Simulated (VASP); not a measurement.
ZnS: single point with PBE

The system is ZnS.

```
Zn S
1.0
     3.97218    0.00000    0.00000
    -1.98609    3.44001    0.00000
     0.00000    0.00000    6.50049
Zn S
2 2
Direct
  0.33333 0.66667 0.00492
  0.66667 0.33333 0.50492
  0.33333 0.66667 0.38008
  0.66667 0.33333 0.88008
```

This cell differs from its parent crystal: volume scaled by 1.10, then relaxed in part.

| Quantity | Value |
| --- | --- |
| Program | VASP 6.6.1 |
| Task | single point |
| Functional | PBE |
| Potentials or basis | VASP PAW PBE potentials, release 64 (Zn, S) |
| Cutoff | 520 eV |
| k mesh | 12 × 12 × 6 |
| Occupations | gaussian, width 0.02 eV |
| Spin | no spin polarisation |

```json
{
 "Pressure": "-5.2 GPa",
 "Largest force": "0.006 eV/Å",
 "Band gap on the k mesh": "1.67 eV, direct"
}
```

Forces on the atoms (eV/Å):
```
Zn   0.000  0.000 -0.006
Zn   0.000  0.000 -0.006
S    0.000  0.000  0.006
S    0.000  0.000  0.006
```

Levels at points of the mesh, in eV from the valence-band top:
```tsv
k point	band 14	band 15	band 16	band 17	band 18	band 19	band 20	band 21	band 22	band 23
(0.00, 0.00, 0.00)	-0.73	-0.73	-0.05	0.00	0.00	1.67	2.86	6.36	6.36	6.63
(0.50, 0.00, 0.00)	-3.66	-2.72	-1.83	-1.35	-0.72	3.71	3.91	5.21	6.90	6.96
(0.00, 0.00, 0.50)	-2.59	-0.38	-0.38	-0.38	-0.38	3.17	3.17	6.55	6.55	6.78
(0.50, 0.00, 0.50)	-4.30	-1.34	-1.34	-1.32	-1.32	3.48	3.48	5.27	5.27	8.61
```

It took 62 s on 1 thread of AMD EPYC 9R45 96-Core Processor (Zen 5), with other jobs on the host, peak memory 0.26 GiB.

 A k mesh can miss the band edges.
